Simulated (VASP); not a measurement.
# Mg8Si4HO in VASP: single point with PBEsol

Aim: the single point of Mg8Si4HO with PBEsol.

All numbers are computed with VASP 6.6.1; they aren't measurements. Logs are shortened: lines on timing, memory, paths and dates and some standing lists are left out, and cuts for length are marked.

### Step 1. The cell of the first run

The cell holds a slab with vacuum, 14 atoms: a = 6.391 Å, b = 6.391 Å, c = 15.793 Å, α = 90.00°, β = 90.00°, γ = 90.00°.

### Step 2. Single point, PBEsol

File INCAR:

```
PREC     = Accurate       # precision mode
ENCUT    = 620            # plane-wave cutoff, eV
EDIFF    = 1E-6           # SCF threshold, eV
ISMEAR   = 0              # smearing method
SIGMA    = 0.1            # smearing width, eV
LREAL    = F              # projectors in reciprocal space
LASPH    = T              # aspherical terms in the spheres
NELM     = 120            # most SCF steps
ALGO     = Normal         # electronic algorithm
ISIF     = 2              # what is computed and relaxed
LWAVE    = F              # write WAVECAR
LCHARG   = T              # write CHGCAR
GGA      = PS             # functional
LELF     = T              # ELF
LVHAR    = T            
NBANDS   = 64             # bands
GGA_COMPAT= F            
NELMDL   = -8
```

File KPOINTS:

```
regular mesh
0
Gamma
  3 3 1
```

File POSCAR:

```
Mg8Si4HO
1.0
    6.3910000000      0.0000000000      0.0000000000
    0.0000000000      6.3910000000      0.0000000000
    0.0000000000      0.0000000000     15.7932500000
Mg Si O H
8 4 1 1
Direct
    0.1899788765      0.8162531685      0.3443502129
    0.3552004381      0.3556915976      0.3357355199
    0.2452644344      0.2454119856      0.1511019581
    0.2508893757      0.7493013613      0.1502058791
    0.7530625880      0.7531678923      0.1536697007
    0.7493181036      0.2509253638      0.1502743261
    0.8154008762      0.1908441558      0.3446352714
    0.7071492724      0.7076189955      0.3537570798
    0.0000000000      0.0000000000      0.0633181897
    0.0027801596      0.4976412142      0.2644115682
    0.4974146456      0.0031826005      0.2643993478
    0.5000000000      0.5000000000      0.0633181897
   -0.0665562510      0.9341054608      0.4046996660
   -0.0587570020      0.9409640119      0.4662156934
```

Potentials or basis: VASP PAW PBE potentials, release 64 (Mg_sv, Si, O, H).

Started as:

```bash
> cat potpaw_PBE.64/Mg_sv/POTCAR potpaw_PBE.64/Si/POTCAR potpaw_PBE.64/O/POTCAR potpaw_PBE.64/H/POTCAR > POTCAR
> mpirun -np 1 vasp_std > vasp.out
```

OUTCAR:

```text
PREC = Accurate
   ENCUT = 620
   EDIFF = 1E-6
   ISMEAR = 0
   LREAL = F
   LASPH = T
   NELM = 120
   ISIF = 2
   GGA = PS
   NELMDL = -8

 ion  position               nearest neighbor table
   1  0.190  0.816  0.344-  13 2.04  11 2.62  10 2.68
   2  0.355  0.356  0.336-  10 2.68  11 2.68
   3  0.245  0.245  0.151-   9 2.62  12 2.69
   4  0.251  0.749  0.150-  12 2.64   9 2.65
   5  0.753  0.753  0.154-   9 2.65  12 2.70
   6  0.749  0.251  0.150-  12 2.64   9 2.65
   7  0.815  0.191  0.345-  13 2.04  10 2.62  11 2.68
   8  0.707  0.708  0.354-  11 2.71  10 2.71
   9  0.000  0.000  0.063-   3 2.62   5 2.65   4 2.65   6 2.65
  10  0.003  0.498  0.264-   7 2.62   2 2.68   1 2.68   8 2.71
  11  0.497  0.003  0.264-   1 2.62   2 2.68   7 2.68   8 2.71
  12  0.500  0.500  0.063-   4 2.64   6 2.64   3 2.69   5 2.70
  13  0.933  0.934  0.405-  14 0.97   7 2.04   1 2.04
  14  0.941  0.941  0.466-  13 0.97

  LATTYP: Found a simple tetragonal cell.
 ALAT       =     6.3910000000
 C/A-ratio  =     2.4711703959

  Lattice vectors:

 A1 = (   6.3910000000,   0.0000000000,   0.0000000000)
 A2 = (   0.0000000000,   6.3910000000,   0.0000000000)
 A3 = (   0.0000000000,   0.0000000000,  15.7932500000)

Analysis of symmetry for initial positions (statically):
=====================================================================
 Subroutine PRICEL returns:
 Original cell was already a primitive cell.

 Routine SETGRP: Setting up the symmetry group for a
 simple tetragonal supercell.

 Subroutine GETGRP returns: Found  1 space group operations
 (whereof  1 operations were pure point group operations)
 out of a pool of 16 trial point group operations.

The static configuration has the point symmetry C_1 .

Analysis of symmetry for dynamics (positions and initial velocities):
=====================================================================
 Subroutine PRICEL returns:
 Original cell was already a primitive cell.

 Routine SETGRP: Setting up the symmetry group for a
 simple tetragonal supercell.

 Subroutine GETGRP returns: Found  1 space group operations
 (whereof  1 operations were pure point group operations)
 out of a pool of 16 trial point group operations.

The dynamic configuration has the point symmetry C_1 .

 Subroutine INISYM returns: Found  1 space group operations
 (whereof  1 operations are pure point group operations),
 and found     1 'primitive' translations

----------------------------------------------------------------------------------------

                                     Primitive cell

  volume of cell :     645.0734

  direct lattice vectors                    reciprocal lattice vectors
     6.391000000  0.000000000  0.000000000     0.156470036  0.000000000  0.000000000
     0.000000000  6.391000000  0.000000000     0.000000000  0.156470036  0.000000000
     0.000000000  0.000000000 15.793250000     0.000000000  0.000000000  0.063318190

  length of vectors
     6.391000000  6.391000000 15.793250000     0.156470036  0.156470036  0.063318190

  position of ions in fractional coordinates (direct lattice)
     0.189978876  0.816253168  0.344350213
     0.355200438  0.355691598  0.335735520
     0.245264434  0.245411986  0.151101958
     0.250889376  0.749301361  0.150205879
     0.753062588  0.753167892  0.153669701
     0.749318104  0.250925364  0.150274326
     0.815400876  0.190844156  0.344635271
     0.707149272  0.707618995  0.353757080
     0.000000000  0.000000000  0.063318190
     0.002780160  0.497641214  0.264411568
     0.497414646  0.003182600  0.264399348
     0.500000000  0.500000000  0.063318190
     0.933443749  0.934105461  0.404699666
     0.941242998  0.940964012  0.466215693

  ion indices of the primitive-cell ions
   primitive index   ion index
                 1           1
                 2           2
                 3           3
                 4           4
                 5           5
                 6           6
                 7           7
                 8           8
                 9           9
                10          10
                11          11
                12          12
                13          13
                14          14

----------------------------------------------------------------------------------------

 KPOINTS: regular mesh

Automatic generation of k-mesh.
 Grid dimensions read from file:
 generate k-points for:    3    3    1

 Generating k-lattice:

  Cartesian coordinates                     Fractional coordinates (reciprocal lattice)
     0.052156679  0.000000000  0.000000000     0.333333333  0.000000000  0.000000000
     0.000000000  0.052156679  0.000000000     0.000000000  0.333333333  0.000000000
     0.000000000  0.000000000  0.063318190     0.000000000  0.000000000  1.000000000

  Length of vectors
     0.052156679  0.052156679  0.063318190

  Shift w.r.t. Gamma in fractional coordinates (k-lattice)
     0.000000000  0.000000000  0.000000000

 Subroutine IBZKPT returns following result:
 ===========================================

 Found      5 irreducible k-points:

 Following reciprocal coordinates:
            Coordinates               Weight
  0.000000  0.000000  0.000000      1.000000
  0.333333  0.000000  0.000000      2.000000
  0.000000  0.333333  0.000000      2.000000
  0.333333  0.333333  0.000000      2.000000
 -0.333333  0.333333  0.000000      2.000000
   k-points           NKPTS =      5   k-points in BZ     NKDIM =      5   number of bands    NBANDS=     64
   number of dos      NEDOS =    301   number of ions     NIONS =     14
   total plane-waves  NPLWV = 373248
   dimension x,y,z NGX =    54 NGY =   54 NGZ =  128
   dimension x,y,z NGXF=   108 NGYF=  108 NGZF=  256
   ions per type =               8   4   1   1
   NGX,Y,Z   is equivalent  to a cutoff of  14.05, 14.05, 13.47 a.u.
   NGXF,Y,Z  is equivalent  to a cutoff of  28.09, 28.09, 26.95 a.u.
 SYSTEM =  unknown system
   PREC   = accura    normal or accurate (medium, high low for compatibility)
   ISTART =      0    job   : 0-new  1-cont  2-samecut
   ICHARG =      2    charge: 1-file 2-atom 10-const
   ISPIN  =      1    spin polarized calculation?
   LNONCOLLINEAR =      F non collinear calculations
   LSORBIT =      F    spin-orbit coupling
   LASPH  =      T    aspherical Exc in radial PAW
   ENCUT  =  620.0 eV  45.57 Ry    6.75 a.u.  12.98 12.98 32.06*2*pi/ulx,y,z
   NELM   =    120;   NELMIN=  2; NELMDL= -8     # of ELM steps
   EDIFF  = 0.1E-05   stopping-criterion for ELM
   LREAL  =      F    real-space projection
   EDIFFG = 0.1E-04   stopping-criterion for IOM
   NSW    =      0    number of steps for IOM
   IBRION =     -1    ionic relax: 0-MD 1-quasi-New 2-CG
   NFREE  =      0    steps in history (QN), initial steepest desc. (CG)
   ISIF   =      2    stress and relaxation
   ISYM   =      2    0-nonsym 1-usesym 2-fastsym
   POTIM  = 0.5000    time-step for ionic-motion
   TEBEG  =    0.0;   TEEND  =   0.0 temperature during run
   PSTRESS=    0.0 pullay stress
   NELECT =     103.0000    total number of electrons
   NUPDOWN=      -1.0000    fix difference up-down
   EMIN   =  10.00;   EMAX   =-10.00  energy-range for DOS
   EFERMI =   0.00;   METHOD = LEGACY
   ISMEAR =     0;   SIGMA  =   0.10  broadening in eV -4-tet -1-fermi 0-gaus
   EFERMI_NEDOS =   21; number of points for ismear=-14 and -15
   IALGO  =     38    algorithm
   IMIX   =      4    mixing-type and parameters
     AMIX     =   0.40;   BMIX     =  1.00
     AMIX_MAG =   1.60;   BMIX_MAG =  1.00
  volume/ion in A,a.u.               =      46.08       310.94
  Fermi-wavevector in a.u.,A,eV,Ry     =   0.888146  1.678352 10.732312  0.788803
  Thomas-Fermi vector in A             =   2.009537
   LORBIT       =      0    0 simple, 1 ext, 2 COOP (PROOUT), +10 PAW based schemes
   GGA     = PS    functional components
   LHFCALC =     F    Hartree Fock is set to
   AEXX    =    0.0000 exact exchange contribution
   IVDW    =     0    specifies the selected vdW correction
   LEPSILON=     F    determine dielectric tensor
   LRPA    =     F    only Hartree local field effects (RPA)
 non-spin polarized calculation
 Gauss-broadening in eV      SIGMA  =   0.10
  energy-cutoff  :      620.00
  volume of cell :      645.07
 maximum number of plane-waves:     22624
 NGX is ok and might be reduce to    54
   NGX = 25   NGY = 25   NGZ = 65

 number of electron     102.9999998 magnetization

 Free energy of the ion-electron system (eV)
  ---------------------------------------------------
  ext. energy  EPLUGINS =         0.00000000
  ---------------------------------------------------
  free energy    TOTEN  =       -44.92202486 eV

  energy without entropy =      -44.88306461  energy(sigma->0) =      -44.90254474

 E-fermi :  -0.8625     XC(G=0):  -4.7933

 val. band max:       -1.0192930542   @ k =   0.3333   0.0000   0.0000
 cond. band min:      -0.8061743180   @ k =   0.3333   0.3333   0.0000
 fundamental gap:      0.2131187361
 Fermi energy:        -0.8624932829

 k-point     1 :       0.0000    0.0000    0.0000
  band No.  band energies     occupation
      1     -76.8702      2.00000
      2     -76.8693      2.00000
      3     -76.8664      2.00000
      4     -76.7628      2.00000
      5     -76.0183      2.00000
      6     -76.0112      2.00000
[... 55 lines left out ...]
     62       2.6073      0.00000
     63       2.8415      0.00000

 k-point     2 :       0.3333    0.0000    0.0000
  band No.  band energies     occupation
      1     -76.8702      2.00000
      2     -76.8694      2.00000
      3     -76.8664      2.00000
      4     -76.7628      2.00000
      5     -76.0183      2.00000
      6     -76.0112      2.00000
[... 55 lines left out ...]
     62       2.3321      0.00000
     63       2.6567      0.00000

 k-point     3 :       0.0000    0.3333    0.0000
  band No.  band energies     occupation
      1     -76.8702      2.00000
      2     -76.8693      2.00000
      3     -76.8664      2.00000
      4     -76.7628      2.00000
      5     -76.0183      2.00000
      6     -76.0112      2.00000
[... 55 lines left out ...]
     62       2.3336      0.00000
     63       2.6553      0.00000

 k-point     4 :       0.3333    0.3333    0.0000
  band No.  band energies     occupation
      1     -76.8702      2.00000
      2     -76.8693      2.00000
      3     -76.8665      2.00000
      4     -76.7628      2.00000
      5     -76.0183      2.00000
      6     -76.0112      2.00000
[... 55 lines left out ...]
     62       2.6193      0.00000
     63       2.7382      0.00000

 k-point     5 :      -0.3333    0.3333    0.0000
  band No.  band energies     occupation
      1     -76.8702      2.00000
      2     -76.8693      2.00000
      3     -76.8665      2.00000
      4     -76.7628      2.00000
      5     -76.0183      2.00000
      6     -76.0112      2.00000
[... 55 lines left out ...]
     62       2.6859      0.00000
     63       2.7810      0.00000
 [bands above 63 left out]

------------------------ aborting loop because EDIFF is reached ----------------------------------------

  FORCE on cell =-STRESS in cart. coord.  units (eV):
  Direction    XX          YY          ZZ          XY          YZ          ZX
  --------------------------------------------------------------------------------------
  -------------------------------------------------------------------------------------
  Total       -2.2837064     -2.2996720      0.1100945     -0.1594989      0.3768804      0.3864037
  in kB       -5.6720716     -5.7117257      0.2734433     -0.3961495      0.9360628      0.9597160
  external PRESSURE =      -3.7034513 kB  Pullay stress =       0.0000000 kB

 VOLUME and BASIS-vectors are now :
 -----------------------------------------------------------------------------
  energy-cutoff  :      620.00
  volume of cell :      645.07
      direct lattice vectors                 reciprocal lattice vectors
     6.391000000  0.000000000  0.000000000     0.156470036  0.000000000  0.000000000
     0.000000000  6.391000000  0.000000000     0.000000000  0.156470036  0.000000000
     0.000000000  0.000000000 15.793250000     0.000000000  0.000000000  0.063318190

 POSITION                                       TOTAL-FORCE (eV/Angst)
 -----------------------------------------------------------------------------------
      1.21415      5.21667      5.43841         0.022559      0.011694     -0.006463
      2.27009      2.27323      5.30235         0.077018      0.076952     -0.039618
      1.56749      1.56843      2.38639        -0.000772     -0.001311     -0.004951
      1.60343      4.78879      2.37224         0.003694      0.005917      0.001414
      4.81282      4.81350      2.42694        -0.001244     -0.000568      0.007094
      4.78889      1.60366      2.37332         0.005615      0.002723      0.000653
      5.21123      1.21968      5.44291         0.012086      0.025015     -0.004909
      4.51939      4.52239      5.58697         0.022312      0.022696      0.009813
      0.00000      0.00000      1.00000        -0.117541     -0.114659     -0.154530
      0.01777      3.18042      4.17592         0.011000      0.004798      0.001331
      3.17898      0.02034      4.17572         0.004632      0.010972      0.001063
      3.19550      3.19550      1.00000         0.016968      0.015931      0.020970
      5.96564      5.96987      6.39152        -0.100386     -0.107955     -0.081196
      6.01548      6.01370      7.36306         0.044060      0.047796      0.249330
 -----------------------------------------------------------------------------------
    total drift:                               -0.006641     -0.004192      0.003938

  FREE ENERGIE OF THE ION-ELECTRON SYSTEM (eV)
  ---------------------------------------------------
  free  energy   TOTEN  =       -44.9220248571 eV

  energy  without entropy=      -44.8830646149  energy(sigma->0) =      -44.90254474
```

It took 7.3 min on 1 thread of AMD EPYC 7R13 (Zen 3), shared host; peak memory 0.82 GiB.

What came out:

```
Free energy            : -44.9220 eV
Largest force          : 0.258 eV/Å
Band gap on the k mesh : zero (an odd number of electrons rules out a gap without spin polarisation)
```

Forces on the atoms (eV/Å):
```
Mg   0.023  0.012 -0.006
Mg   0.077  0.077 -0.040
Mg  -0.001 -0.001 -0.005
Mg   0.004  0.006  0.001
Mg  -0.001 -0.001  0.007
Mg   0.006  0.003  0.001
Mg   0.012  0.025 -0.005
Mg   0.022  0.023  0.010
Si  -0.118 -0.115 -0.155
Si   0.011  0.005  0.001
Si   0.005  0.011  0.001
Si   0.017  0.016  0.021
O   -0.100 -0.108 -0.081
H    0.044  0.048  0.249
```

Caveat: there is no dipole correction, which matters where the two faces differ; the PAW data sets were made with another functional, which shifts forces and pressure a little; an odd number of electrons without spin polarisation forces a metal; a magnetic or distorted state may lie lower.

The gap in the log of VASP goes by the Fermi energy; the results here count the filled bands.